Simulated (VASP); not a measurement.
# Al3Cu2 (P3m1) in VASP: single point with PBEsol

Aim: the single point of Al3Cu2 with PBEsol.

Everything below comes from runs of VASP 6.6.1. Logs are shortened: lines on timing, memory, paths and dates and some standing lists are left out, and cuts for length are marked.

## Step 1: The cell of the first run

Symmetry: P3m1, No. 156, trigonal system. Conventional cell: a = 4.099 Å, b = 4.099 Å, c = 9.814 Å, α = 90.00°, β = 90.00°, γ = 120.00°. Within 3.3 Å of Al (site symmetry 3m) lie 6 Cu at 2.49 Å and 6 Al at 2.94 Å. Within 3.2 Å of Al (site symmetry 3m) lie 6 Cu at 2.45 to 2.49 Å and 6 Al at 2.86 to 2.94 Å. Al (site symmetry 3m) has 5 Cu at 2.45 to 2.56 Å and 6 Al at 2.79 to 2.94 Å within 3.2 Å. Al (site symmetry 3m) has 5 Cu at 2.39 to 2.56 Å and 6 Al at 2.79 to 2.94 Å within 3.2 Å. Within 3.2 Å of Al (site symmetry 3m) lie 5 Cu at 2.39 to 2.56 Å and 6 Al at 2.79 to 2.86 Å. Al (site symmetry 3m) has 5 Cu at 2.45 to 2.56 Å and 6 Al at 2.79 to 2.94 Å within 3.2 Å. Within 3.2 Å of Cu (site symmetry 3m) lie 8 Al at 2.39 to 2.56 Å and 3 Cu at 2.76 Å. Within 3.2 Å of Cu (site symmetry 3m) lie 8 Al at 2.45 to 2.56 Å and 3 Cu at 2.84 Å.

## Step 2: Single point, PBEsol (the distance across one plane changed)

INCAR reads:

```
SYSTEM = Al3Cu2
PREC = Accurate
ENCUT = 520
EDIFF = 1E-6
ISMEAR = 0
SIGMA = 0.15
LREAL = .FALSE.
LASPH = .TRUE.
NELM = 80
ALGO = Fast
ISIF = 2
LWAVE = .FALSE.
LCHARG = .TRUE.
GGA = PS
LELF = .TRUE.
LVHAR = .TRUE.
NBANDS = 42
```

KPOINTS reads:

```
regular mesh
0
G
  13 13 5
  0 0 0
```

POSCAR reads:

```
Al3Cu2
1.0
   -2.0492928026     -3.5494792536      0.0000000000
    2.0492928026     -3.5494792536      0.0000000000
    0.0000000000      0.0000000000      9.8142016679
Al Cu
6 4
Direct
    1.0000000000      1.0000000000      0.5476949396
    1.0000000000      1.0000000000      0.0400529528
    0.6666666667      0.6666666667      0.7261341367
    0.6666666667      0.6666666667      0.2184921499
    0.3333333333      0.3333333333      0.8768977293
    0.3333333333      0.3333333333      0.3692557425
    0.6666666667      0.6666666667      0.9752767040
    0.6666666667      0.6666666667      0.4676347172
    0.3333333333      0.3333333333      0.6277551620
    0.3333333333      0.3333333333      0.1201131752
```

Potentials or basis: VASP PAW PBE potentials, release 64 (Al, Cu).

Run with:

```
$ cat potpaw_PBE.64/Al/POTCAR potpaw_PBE.64/Cu/POTCAR > POTCAR
$ mpirun -np 1 vasp_std > vasp.out
```

OUTCAR:

```text
SYSTEM = Al3Cu2
   PREC = Accurate
   ENCUT = 520
   EDIFF = 1E-6
   ISMEAR = 0
   LREAL = .FALSE.
   LASPH = .TRUE.
   NELM = 80
   ISIF = 2
   GGA = PS

 ion  position               nearest neighbor table
   1  0.000  0.000  0.548-   8 2.49   9 2.49   8 2.49   8 2.49   9 2.49   9 2.49   3 2.94   6 2.94
                             6 2.94   3 2.94   6 2.94   3 2.94
   2  0.000  0.000  0.040-   7 2.45   7 2.45   7 2.45  10 2.49  10 2.49  10 2.49   5 2.86   5 2.86
                             5 2.86   4 2.94   4 2.94   4 2.94
   3  0.667  0.667  0.726-   7 2.45   8 2.54   9 2.56   9 2.56   9 2.56   5 2.79   5 2.79   5 2.79
                             1 2.94   1 2.94   1 2.94
   4  0.667  0.667  0.218-   7 2.39   8 2.45  10 2.56  10 2.56  10 2.56   6 2.79   6 2.79   6 2.79
                             2 2.94   2 2.94   2 2.94
   5  0.333  0.333  0.877-  10 2.39   9 2.45   7 2.56   7 2.56   7 2.56   3 2.79   3 2.79   3 2.79
                             2 2.86   2 2.86   2 2.86
   6  0.333  0.333  0.369-  10 2.45   9 2.54   8 2.56   8 2.56   8 2.56   4 2.79   4 2.79   4 2.79
                             1 2.94   1 2.94   1 2.94
   7  0.667  0.667  0.975-   4 2.39   3 2.45   2 2.45   2 2.45   2 2.45   5 2.56   5 2.56   5 2.56
                            10 2.76  10 2.76  10 2.76
   8  0.667  0.667  0.468-   4 2.45   1 2.49   1 2.49   1 2.49   3 2.54   6 2.56   6 2.56   6 2.56

   9  0.333  0.333  0.628-   5 2.45   1 2.49   1 2.49   1 2.49   6 2.54   3 2.56   3 2.56   3 2.56

  10  0.333  0.333  0.120-   5 2.39   6 2.45   2 2.49   2 2.49   2 2.49   4 2.56   4 2.56   4 2.56
                             7 2.76   7 2.76   7 2.76

  LATTYP: Found a hexagonal cell.
 ALAT       =     4.0985856051
 C/A-ratio  =     2.3945337766

  Lattice vectors:

 A1 = (  -2.0492928026,   3.5494792536,   0.0000000000)
 A2 = (  -2.0492928026,  -3.5494792536,   0.0000000000)
 A3 = (   0.0000000000,   0.0000000000,   9.8142016679)

Analysis of symmetry for initial positions (statically):
=====================================================================
 Subroutine PRICEL returns:
 Original cell was already a primitive cell.

 Routine SETGRP: Setting up the symmetry group for a
 hexagonal supercell.

 Subroutine GETGRP returns: Found  6 space group operations
 (whereof  6 operations were pure point group operations)
 out of a pool of 24 trial point group operations.

The static configuration has the point symmetry C_3v.

Analysis of symmetry for dynamics (positions and initial velocities):
=====================================================================
[... 131 lines left out ...]
   NFREE  =      0    steps in history (QN), initial steepest desc. (CG)
   ISIF   =      2    stress and relaxation
   ISYM   =      2    0-nonsym 1-usesym 2-fastsym
   POTIM  = 0.5000    time-step for ionic-motion
   TEBEG  =    0.0;   TEEND  =   0.0 temperature during run
   PSTRESS=    0.0 pullay stress
   NELECT =      62.0000    total number of electrons
   NUPDOWN=      -1.0000    fix difference up-down
   EMIN   =  10.00;   EMAX   =-10.00  energy-range for DOS
   EFERMI =   0.00;   METHOD = LEGACY
   ISMEAR =     0;   SIGMA  =   0.15  broadening in eV -4-tet -1-fermi 0-gaus
   EFERMI_NEDOS =   21; number of points for ismear=-14 and -15
   IALGO  =     68    algorithm
   IMIX   =      4    mixing-type and parameters
     AMIX     =   0.40;   BMIX     =  1.00
     AMIX_MAG =   1.60;   BMIX_MAG =  1.00
  volume/ion in A,a.u.               =      14.28        96.35
  Fermi-wavevector in a.u.,A,eV,Ry     =   1.239712  2.342716 20.910606  1.536886
  Thomas-Fermi vector in A             =   2.374184
   LORBIT       =      0    0 simple, 1 ext, 2 COOP (PROOUT), +10 PAW based schemes
   GGA     = PS    functional components
   LHFCALC =     F    Hartree Fock is set to
   AEXX    =    0.0000 exact exchange contribution
   IVDW    =     0    specifies the selected vdW correction
   LEPSILON=     F    determine dielectric tensor
   LRPA    =     F    only Hartree local field effects (RPA)
 non-spin polarized calculation
 RMM-DIIS sequential band-by-band and
 Gauss-broadening in eV      SIGMA  =   0.15
  energy-cutoff  :      520.00
  volume of cell :      142.78
 maximum number of plane-waves:      3876
   NGX = 15   NGY = 15   NGZ = 37

 number of electron      61.9999981 magnetization

 Free energy of the ion-electron system (eV)
  ---------------------------------------------------
  ext. energy  EPLUGINS =         0.00000000
  ---------------------------------------------------
  free energy    TOTEN  =       -43.33458023 eV

  energy without entropy =      -43.30708760  energy(sigma->0) =      -43.32083392

 E-fermi :   8.4946     XC(G=0): -11.1310

 val. band max:        8.4930951469   @ k =   0.0769   0.0000   0.4000
 cond. band min:       8.5036315845   @ k =   0.4615   0.4615   0.4000
 fundamental gap:      0.0105364376
 Fermi energy:         8.4945666249

 k-point     1 :       0.0000    0.0000    0.0000
  band No.  band energies     occupation
      1      -2.9473      2.00000
      2      -1.8537      2.00000
      3      -0.7364      2.00000
      4       1.9800      2.00000
      5       2.5567      2.00000
      6       2.7899      2.00000
[... 1069 lines left out ...]
     41      12.4088      0.00000
     42      12.5004      0.00000

 [... further k-points ...]
[... 5 lines left out ...]
  --------------------------------------------------------------------------------------
  -------------------------------------------------------------------------------------
  Total        1.2507329      1.2507329      4.3539645      0.0000000     -0.0000000      0.0000000
  in kB       14.0352943     14.0352943     48.8586920      0.0000000     -0.0000000      0.0000000
  external PRESSURE =      25.6430935 kB  Pullay stress =       0.0000000 kB

 VOLUME and BASIS-vectors are now :
 -----------------------------------------------------------------------------
  energy-cutoff  :      520.00
  volume of cell :      142.78
      direct lattice vectors                 reciprocal lattice vectors
    -2.049292803 -3.549479254  0.000000000    -0.243986608 -0.140865734  0.000000000
     2.049292803 -3.549479254  0.000000000     0.243986608 -0.140865734  0.000000000
     0.000000000  0.000000000  9.814201668     0.000000000  0.000000000  0.101893158

 POSITION                                       TOTAL-FORCE (eV/Angst)
 -----------------------------------------------------------------------------------
      0.00000      0.00000      5.37519         0.000000      0.000000     -0.002305
      0.00000      0.00000      0.39309        -0.000000     -0.000000      0.237954
      0.00000     -4.73264      7.12643        -0.000000      0.000000     -0.113593
      0.00000     -4.73264      2.14433         0.000000      0.000000      0.682180
      0.00000     -2.36632      8.60605         0.000000      0.000000     -0.826542
      0.00000     -2.36632      3.62395        -0.000000      0.000000      0.061647
      0.00000     -4.73264      9.57156        -0.000000     -0.000000     -0.570941
      0.00000     -4.73264      4.58946         0.000000      0.000000      0.012851
      0.00000     -2.36632      6.16092         0.000000      0.000000     -0.015163
      0.00000     -2.36632      1.17881        -0.000000     -0.000000      0.533910
 -----------------------------------------------------------------------------------
    total drift:                                0.000000      0.000001     -0.000887

  FREE ENERGIE OF THE ION-ELECTRON SYSTEM (eV)
  ---------------------------------------------------
  free  energy   TOTEN  =       -43.3345802309 eV

  energy  without entropy=      -43.3070876007  energy(sigma->0) =      -43.32083392
```

stdout:

```text
POSCAR found type information on POSCAR AlCu
 POSCAR found :  2 types and      10 ions
 scaLAPACK will be used
 -----------------------------------------------------------------------------
|                                                                             |
|                                                                             |
|     You enforced a specific xc type in the INCAR file but a different       |
|     I HOPE YOU KNOW WHAT YOU ARE DOING!                                     |
|                                                                             |
 -----------------------------------------------------------------------------

 LDA part: xc-table for (Slater+PW92), standard interpolation
 POSCAR, INCAR and KPOINTS ok, starting setup
 FFT: planning ... GRIDC
 FFT: planning ... GRID_SOFT
 FFT: planning ... GRID
 WAVECAR not read
 entering main loop
```

Run time: 9.7 min. Hardware: 1 thread of Intel Xeon 6975P-C (Granite Rapids), shared host; peak memory 0.53 GiB.

Results:

```yaml
Free_energy: -43.3346 eV
Pressure: 2.6 GPa
Largest_force: 0.827 eV/Å
Band_gap_on_the_k_mesh: zero (bands 31 and 32 overlap by 2.68 eV)
```

Forces on the atoms (eV/Å):
```
Al   0.000  0.000 -0.002
Al   0.000  0.000  0.238
Al   0.000  0.000 -0.114
Al   0.000  0.000  0.682
Al   0.000  0.000 -0.827
Al   0.000  0.000  0.062
Cu   0.000  0.000 -0.571
Cu   0.000  0.000  0.013
Cu   0.000  0.000 -0.015
Cu   0.000  0.000  0.534
```

Stress tensor (GPa, compression positive):
```
1.40 0.00 0.00
0.00 1.40 0.00
0.00 0.00 4.89
```

Levels at points of the mesh, in eV from the Fermi level:
```tsv
k point	band 27	band 28	band 29	band 30	band 31	band 32	band 33	band 34	band 35	band 36
(0.00, 0.00, 0.00)	-0.33	1.14	1.14	1.22	1.22	1.26	1.26	1.90	2.36	2.36
```

Caveat: the cell differs from its parent crystal (the distance across one plane changed); the PAW data sets were made with another functional, which shifts forces and pressure a little.
